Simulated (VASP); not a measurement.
InSe:

```
In Se
1.0
     4.05000    0.00000    0.00000
    -2.02500    3.50740    0.00000
     0.00000    0.00000   16.93000
In Se
4 4
Direct
  0.33333 0.66667 0.15700
  0.33333 0.66667 0.34300
  0.66667 0.33333 0.65700
  0.66667 0.33333 0.84300
  0.33333 0.66667 0.60200
  0.33333 0.66667 0.89800
  0.66667 0.33333 0.10200
  0.66667 0.33333 0.39800
```

* Program: VASP 6.6.1
* Task: relaxation of shape and atoms at fixed volume
* Functional: PBEsol
* Potentials or basis: VASP PAW PBE potentials, release 64 (In_d, Se)
* Cutoff: 600 eV
* k mesh: 5 × 5 × 2
* Occupations: gaussian, width 0.01 eV
* Spin: no spin polarisation

At the start: pressure 5.2 GPa; volume 30.06 Å³/atom.

Question: Where does the relaxation end?

Answer: Over 15 steps the energy falls by 207.9 meV/atom; space group P6_3/mmc (No. 194, to 0.1 Å) before and after.

The path:
| step | energy change (eV) | largest force (eV/Å) | pressure (GPa) | volume (Å³) |
| --- | --- | --- | --- | --- |
| 1 | 0.0000 | 2.7402 | 5.23 | 240.49 |
| 2 | -1.4476 | 0.5471 | 0.66 | 240.49 |
| 3 | -1.4517 | 0.4716 | 0.50 | 240.49 |
| 4 | -1.5667 | 0.2660 | -0.01 | 240.49 |
| 5 | -1.6433 | 0.0822 | -0.91 | 240.49 |
| 6 | -1.6442 | 0.1409 | -1.05 | 240.49 |
| 7 | -1.6442 | 0.1265 | -1.01 | 240.49 |
| 8 | -1.6502 | 0.1239 | -0.79 | 240.49 |
| 9 | -1.6503 | 0.1006 | -0.82 | 240.49 |
| 10 | -1.6534 | 0.0863 | -0.75 | 240.49 |
| 11 | -1.6602 | 0.0420 | -0.55 | 240.49 |
| 12 | -1.6616 | 0.0576 | -0.12 | 240.49 |
| 13 | -1.6630 | 0.0268 | -0.30 | 240.49 |
| 14 | -1.6632 | 0.0178 | -0.19 | 240.49 |
| 15 | -1.6632 | 0.0073 | -0.23 | 240.49 |

Final structure:
```cif
data_structure
_symmetry_space_group_name_H-M 'P 1'
_symmetry_Int_Tables_number 1
_cell_length_a 4.0204
_cell_length_b 4.0204
_cell_length_c 17.1803
_cell_angle_alpha 90.000
_cell_angle_beta 90.000
_cell_angle_gamma 120.000
_cell_volume 240.49
loop_
_atom_site_label
_atom_site_type_symbol
_atom_site_fract_x
_atom_site_fract_y
_atom_site_fract_z
_atom_site_occupancy
In1 In 0.33333 0.66667 0.16904 1
In2 In 0.33333 0.66667 0.33096 1
In3 In 0.66667 0.33333 0.66904 1
In4 In 0.66667 0.33333 0.83096 1
Se1 Se 0.33333 0.66667 0.59482 1
Se2 Se 0.33333 0.66667 0.90518 1
Se3 Se 0.66667 0.33333 0.09482 1
Se4 Se 0.66667 0.33333 0.40518 1
```

Where two steps share one volume, the run began anew on that cell with a basis built for it.

Caveat: the PAW data sets were made with another functional, which shifts forces and pressure a little; this functional lacks dispersion, which binds layers or chains, so the pressure and a relaxed spacing across them are unreliable.
